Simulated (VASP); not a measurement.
# RbBr (Fm-3m) in VASP: relaxation of cell and atoms with PBE

Aim: the relaxation of cell and atoms of RbBr with PBE.

Program: VASP 6.6.1. These are calculated values, not measurements. Logs are shortened: lines on timing, memory, paths and dates and some standing lists are left out, and cuts for length are marked.

### 1 The cell of the first run

The structure is cubic, space group Fm-3m (No. 225). Conventional cell: a = 6.854 Å, b = 6.854 Å, c = 6.854 Å, α = 90.00°, β = 90.00°, γ = 90.00°. Rb (site symmetry m-3m) has 6 Br at 3.43 Å within 4.5 Å. Within 4.5 Å of Br (site symmetry m-3m) lie 6 Rb at 3.43 Å.

### 2 Relaxation of cell and atoms, PBE

Contents of INCAR:

```
SYSTEM = RbBr
ALGO = Normal
EDIFF = 1E-7
EDIFFG = -0.005
ENCUT = 600
GGA = PE
IBRION = 2
ISIF = 3
ISMEAR = 0
LASPH = .True.
LCHARG = .False.
LREAL = .False.
LWAVE = .False.
NELM = 80
NSW = 100
PREC = Accurate
SIGMA = 0.02
```

Contents of KPOINTS:

```
k-points
0
Gamma
  6 6 2
  0 0 0
```

Contents of POSCAR:

```
RbBr
1.0
    4.8465100000      0.0000000000      0.0000000000
   -2.4232550000      4.1972010000      0.0000000000
    0.0000000000      0.0000000000     11.8714760000
Rb Br
3 3
Direct
    0.0000000000      0.0000000000      0.0000000000
    0.3333333300      0.6666666700      0.3333333300
    0.6666666700      0.3333333300      0.6666666700
    0.6666666700      0.3333333300      0.1666666700
    0.0000000000      0.0000000000      0.5000000000
    0.3333333300      0.6666666700      0.8333333300
```

Potentials or basis: VASP PAW PBE potentials, release 64 (Rb_sv, Br).

Run with:

```bash
> cat potpaw_PBE.64/Rb_sv/POTCAR potpaw_PBE.64/Br/POTCAR > POTCAR
> mpirun -np 1 vasp_std > vasp.out
```

OUTCAR:

```text
SYSTEM = RbBr
   EDIFF = 1E-7
   EDIFFG = -0.005
   ENCUT = 600
   GGA = PE
   IBRION = 2
   ISIF = 3
   ISMEAR = 0
   LASPH = .True.
   LREAL = .False.
   NELM = 80
   NSW = 100
   PREC = Accurate

 ion  position               nearest neighbor table
   1  0.000  0.000  0.000-   4 3.43   6 3.43   4 3.43   6 3.43   4 3.43   6 3.43   2 4.85   3 4.85
                             2 4.85   3 4.85   3 4.85   2 4.85
   2  0.333  0.667  0.333-   4 3.43   5 3.43   4 3.43   4 3.43   5 3.43   5 3.43   1 4.85   1 4.85
                             1 4.85   3 4.85   3 4.85   3 4.85
   3  0.667  0.333  0.667-   6 3.43   5 3.43   6 3.43   6 3.43   5 3.43   5 3.43   1 4.85   1 4.85
                             1 4.85   2 4.85   2 4.85   2 4.85
   4  0.667  0.333  0.167-   2 3.43   1 3.43   2 3.43   2 3.43   1 3.43   1 3.43
   5  0.000  0.000  0.500-   2 3.43   3 3.43   3 3.43   2 3.43   3 3.43   2 3.43
   6  0.333  0.667  0.833-   3 3.43   1 3.43   3 3.43   3 3.43   1 3.43   1 3.43

  LATTYP: Found a hexagonal cell.
 ALAT       =     4.8465100000
 C/A-ratio  =     2.4494896327

  Lattice vectors:

 A1 = (   4.8465100000,   0.0000000000,   0.0000000000)
 A2 = (  -2.4232550000,   4.1972010000,   0.0000000000)
 A3 = (   0.0000000000,   0.0000000000,  11.8714760000)

Analysis of symmetry for initial positions (statically):
=====================================================================
 Subroutine PRICEL returns following result:

  LATTYP: Found a face centered cubic cell.
 ALAT       =     6.8539999284

  Lattice vectors:

 A1 = (   2.4232549758,  -1.3990669860,   3.9571586271)
 A2 = (  -0.0000000242,   2.7981340140,   3.9571586271)
 A3 = (  -2.4232549515,  -1.3990670280,   3.9571587458)

   3 primitive cells build up your supercell.

 Routine SETGRP: Setting up the symmetry group for a
 hexagonal supercell.

 Subroutine GETGRP returns: Found 12 space group operations
 (whereof 12 operations were pure point group operations)
 out of a pool of 24 trial point group operations.

The static configuration has the point symmetry D_3d.

Analysis of symmetry for dynamics (positions and initial velocities):
=====================================================================
 Subroutine PRICEL returns following result:

  LATTYP: Found a face centered cubic cell.
 ALAT       =     6.8539999284

  Lattice vectors:

 A1 = (   2.4232549758,  -1.3990669860,   3.9571586271)
 A2 = (  -0.0000000242,   2.7981340140,   3.9571586271)
 A3 = (  -2.4232549515,  -1.3990670280,   3.9571587458)

   3 primitive cells build up your supercell.

 Routine SETGRP: Setting up the symmetry group for a
[... 86 lines left out ...]
   PREC   = accura    normal or accurate (medium, high low for compatibility)
   ISTART =      0    job   : 0-new  1-cont  2-samecut
   ICHARG =      2    charge: 1-file 2-atom 10-const
   ISPIN  =      1    spin polarized calculation?
   LNONCOLLINEAR =      F non collinear calculations
   LSORBIT =      F    spin-orbit coupling
   LASPH  =      T    aspherical Exc in radial PAW
   ENCUT  =  600.0 eV  44.10 Ry    6.64 a.u.   9.68  9.68 23.71*2*pi/ulx,y,z
   NELM   =     80;   NELMIN=  2; NELMDL= -5     # of ELM steps
   EDIFF  = 0.1E-06   stopping-criterion for ELM
   LREAL  =      F    real-space projection
   EDIFFG = -.5E-02   stopping-criterion for IOM
   NSW    =    100    number of steps for IOM
   IBRION =      2    ionic relax: 0-MD 1-quasi-New 2-CG
   NFREE  =      1    steps in history (QN), initial steepest desc. (CG)
   ISIF   =      3    stress and relaxation
   ISYM   =      2    0-nonsym 1-usesym 2-fastsym
   POTIM  = 0.5000    time-step for ionic-motion
   TEBEG  =    0.0;   TEEND  =   0.0 temperature during run
   PSTRESS=    0.0 pullay stress
   NELECT =      48.0000    total number of electrons
   NUPDOWN=      -1.0000    fix difference up-down
   EMIN   =  10.00;   EMAX   =-10.00  energy-range for DOS
   EFERMI =   0.00;   METHOD = LEGACY
   ISMEAR =     0;   SIGMA  =   0.02  broadening in eV -4-tet -1-fermi 0-gaus
   EFERMI_NEDOS =   21; number of points for ismear=-14 and -15
   IALGO  =     38    algorithm
   IMIX   =      4    mixing-type and parameters
     AMIX     =   0.40;   BMIX     =  1.00
     AMIX_MAG =   1.60;   BMIX_MAG =  1.00
  volume/ion in A,a.u.               =      40.25       271.61
  Fermi-wavevector in a.u.,A,eV,Ry     =   0.955412  1.805467 12.419564  0.912812
  Thomas-Fermi vector in A             =   2.084247
   LORBIT       =      0    0 simple, 1 ext, 2 COOP (PROOUT), +10 PAW based schemes
   GGA     = PE    functional components
   LHFCALC =     F    Hartree Fock is set to
   AEXX    =    0.0000 exact exchange contribution
   IVDW    =     0    specifies the selected vdW correction
   LEPSILON=     F    determine dielectric tensor
   LRPA    =     F    only Hartree local field effects (RPA)
 conjugate gradient relaxation of ions
 non-spin polarized calculation
 Gauss-broadening in eV      SIGMA  =   0.02
  energy-cutoff  :      600.00
  volume of cell :      241.49
 maximum number of plane-waves:      8123
 NGX is ok and might be reduce to    40
   NGX = 19   NGY = 19   NGZ = 47

--------------------------------------- Ionic step        1  -------------------------------------------

 number of electron      47.9999999 magnetization

 Free energy of the ion-electron system (eV)
  ---------------------------------------------------
  ext. energy  EPLUGINS =         0.00000000
  ---------------------------------------------------
  free energy    TOTEN  =       -18.29189052 eV

  energy without entropy =      -18.29189052  energy(sigma->0) =      -18.29189052

------------------------ aborting loop because EDIFF is reached ----------------------------------------

  FORCE on cell =-STRESS in cart. coord.  units (eV):
  Direction    XX          YY          ZZ          XY          YZ          ZX
  --------------------------------------------------------------------------------------
  -------------------------------------------------------------------------------------
  Total        1.5527378      1.5527380      1.5525832      0.0000000      0.0000000      0.0000000
  in kB       10.3018473     10.3018484     10.3008214      0.0000000      0.0000000      0.0000000
  external PRESSURE =      10.3015057 kB  Pullay stress =       0.0000000 kB
[... 107 lines left out ...]
--------------------------------------- Ionic step        4  -------------------------------------------

 number of electron      47.9999999 magnetization

 Free energy of the ion-electron system (eV)
  ---------------------------------------------------
  ext. energy  EPLUGINS =         0.00000000
  ---------------------------------------------------
  free energy    TOTEN  =       -18.34638737 eV

  energy without entropy =      -18.34638737  energy(sigma->0) =      -18.34638737

 E-fermi :  -1.8668     XC(G=0):  -6.9493

 val. band max:       -2.0131934698   @ k =   0.0000   0.0000   0.0000
 cond. band min:       2.1707403351   @ k =   0.0000   0.0000   0.0000
 fundamental gap:      4.1839338049
 Fermi energy:        -1.8668262887

 k-point     1 :       0.0000    0.0000    0.0000
  band No.  band energies     occupation
      1     -26.5867      2.00000
      2     -26.5820      2.00000
      3     -26.5820      2.00000
      4     -14.1474      2.00000
      5     -14.1474      2.00000
      6     -14.1265      2.00000
[... 456 lines left out ...]
  FREE ENERGIE OF THE ION-ELECTRON SYSTEM (eV)
  ---------------------------------------------------
  free  energy   TOTEN  =       -18.3463873670 eV

  energy  without entropy=      -18.3463873670  energy(sigma->0) =      -18.34638737

 reached required accuracy - stopping structural energy minimisation
```

OSZICAR:

```text
N       E                     dE             d eps       ncg     rms          rms(c)
DAV:   1     0.371805742434E+03    0.37181E+03   -0.21962E+04   784   0.162E+03
DAV:   2     0.154835910468E+02   -0.35632E+03   -0.34755E+03  1180   0.279E+02
DAV:   3    -0.181689076961E+02   -0.33652E+02   -0.33596E+02  1008   0.912E+01
[... 43 lines left out ...]
DAV:   5    -0.183463831171E+02   -0.95544E-05   -0.18575E-05  1328   0.188E-02    0.986E-03
DAV:   6    -0.183463878976E+02   -0.47805E-05   -0.26198E-06   884   0.115E-02    0.235E-03
DAV:   7    -0.183463877048E+02    0.19276E-06   -0.11015E-07   532   0.185E-03    0.680E-04
DAV:   8    -0.183463873296E+02    0.37523E-06   -0.37134E-08   420   0.133E-03    0.138E-04
DAV:   9    -0.183463873670E+02   -0.37453E-07   -0.83733E-09   416   0.489E-04
   4 F= -.18346387E+02 E0= -.18346387E+02  d E =-.544968E-01
```

CONTCAR:

```text
RbBr
   1.00000000000000
     4.9657867968261433    0.0000000000000000    0.0000000000000000
    -2.4828933984130717    4.3004977523991403   -0.0000000000000000
     0.0000000000000000    0.0000000000000000   12.1636141825511004
  Rb              Br
     3     3
Direct
     0.0000000000000000    0.0000000000000000    0.0000000000000000
     0.3333333300000021    0.6666666699999979    0.3333333300000021
     0.6666666699999979    0.3333333300000021    0.6666666699999979
     0.6666666699999979    0.3333333300000021    0.1666666699999979
     0.0000000000000000    0.0000000000000000    0.5000000000000000
     0.3333333300000021    0.6666666699999979    0.8333333300000021

  0.00000000E+00  0.00000000E+00  0.00000000E+00
  0.00000000E+00  0.00000000E+00  0.00000000E+00
  0.00000000E+00  0.00000000E+00  0.00000000E+00
  0.00000000E+00  0.00000000E+00  0.00000000E+00
  0.00000000E+00  0.00000000E+00  0.00000000E+00
  0.00000000E+00  0.00000000E+00  0.00000000E+00
```

Wall time 3.2 min (1 thread of Intel Xeon 6975P-C (Granite Rapids), shared host); peak memory 0.47 GiB.

What came out:

* Free energy: -18.3464 eV
* Relaxed volume: 43.29 Å³/atom
* Relaxed cell: a = 4.966 Å, b = 4.966 Å, c = 12.164 Å, α = 90.00°, β = 90.00°, γ = 120.00°
* Space group after relaxing (to 0.1 Å): Fm-3m (No. 225)
* Energy gained by relaxing: 9.1 meV/atom
* Ionic steps: 4
* Pressure after relaxing: 0.0 GPa
* Band gap on the k mesh: 4.18 eV

Step by step:
| step | energy change (eV) | largest force (eV/Å) | pressure (GPa) | volume (Å³) |
| --- | --- | --- | --- | --- |
| 1 | 0.0000 | 0.0000 | 1.03 | 241.49 |
| 2 | -0.0420 | 0.0000 | 0.46 | 250.64 |
| 3 | -0.0543 | 0.0000 | -0.05 | 260.82 |
| 4 | -0.0545 | 0.0000 | 0.00 | 259.76 |

Final structure:
```
Rb Br
1.0
     4.96579    0.00000    0.00000
    -2.48289    4.30050    0.00000
     0.00000    0.00000   12.16361
Rb Br
3 3
Cartesian
  0.0000 0.0000 0.0000
  0.0000 2.8670 4.0545
  2.4829 1.4335 8.1091
  2.4829 1.4335 2.0273
  0.0000 0.0000 6.0818
  0.0000 2.8670 10.1363
```

Levels at points of the mesh, in eV from the valence-band top:
| k point | band 21 | band 22 | band 23 | band 24 | band 25 | band 26 | band 27 | band 28 |
| --- | --- | --- | --- | --- | --- | --- | --- | --- |
| (0.00, 0.00, 0.00) | -0.23 | 0.00 | 0.00 | 0.00 | 4.18 | 5.99 | 5.99 | 7.17 |
| (0.50, 0.00, 0.00) | -0.26 | -0.26 | -0.15 | -0.15 | 5.67 | 6.64 | 6.64 | 6.85 |
| (0.00, 0.00, 0.50) | -0.08 | -0.08 | -0.08 | -0.08 | 4.78 | 4.78 | 6.62 | 7.11 |
| (0.50, 0.00, 0.50) | -0.27 | -0.27 | -0.19 | -0.19 | 6.05 | 6.05 | 6.62 | 6.99 |
